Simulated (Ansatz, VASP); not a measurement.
# One calculation of Na, two programs

```
Na
1.0
     3.41820    0.00000    0.00000
     0.00000    3.41820    0.00000
     0.00000    0.00000    3.41820
Na
1
Direct
  0.00000 0.00000 0.00000
```

Alike in both runs: functional r2SCAN; k mesh 9 × 9 × 9; occupations fermi-dirac, width 0.1 eV; no spin polarisation.

Ansatz relaxed the structure, and its values are those at the end. VASP's run is a single point on that final structure, the one shown.

|  | VASP | Ansatz |
| --- | --- | --- |
| version | VASP 6.6.1 | Ansatz 0.2.0 |
| potentials or method | VASP PAW PBE potentials, release 64 (Na_pv), cutoff 520 eV | plane waves (500 eV) with PAW, scalar-relativistic |
| valence electrons in the cell | 7 | 9 |

```tsv
	VASP	Ansatz	Ansatz less VASP
pressure (GPa)	0.0	0.0	-0.04
```

VASP's potentials were made for PBE, not for r2SCAN. VASP's potentials hold 7 valence electrons a cell and Ansatz's 9, so a difference there can come from the potentials and not from the codes.
